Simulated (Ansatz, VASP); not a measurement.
**Two plane-wave programs on Cr**

```
Cr
1.0
     0.00000    1.84000    1.84000
     1.84000    0.00000    1.84000
     1.84000    1.84000    0.00000
Cr
1
Direct
  0.00000 0.00000 0.00000
```

Alike in both runs: task single point; functional PBE; k mesh 22 × 22 × 22; occupations gaussian, width 0.15 eV; no spin polarisation.

|  | VASP | Ansatz |
| --- | --- | --- |
| version | VASP 6.6.1 | Ansatz 0.2.0 |
| potentials or method | VASP PAW PBE potentials, release 64 (Cr_pv), cutoff 520 eV | scalar-relativistic, plane waves, PAW |
| valence electrons in the cell | 12 | 14 |

|  | VASP | Ansatz | Ansatz less VASP |
| --- | --- | --- | --- |
| gap on the k mesh at the Fermi level (eV) | none | none | - |
| pressure (GPa) | -10.5 | -10.2 | +0.38 |

A gap of «none» marks a metal or a gap that the smearing closes. VASP's potentials hold 12 valence electrons a cell and Ansatz's 14, so a difference there can come from the potentials and not from the codes.
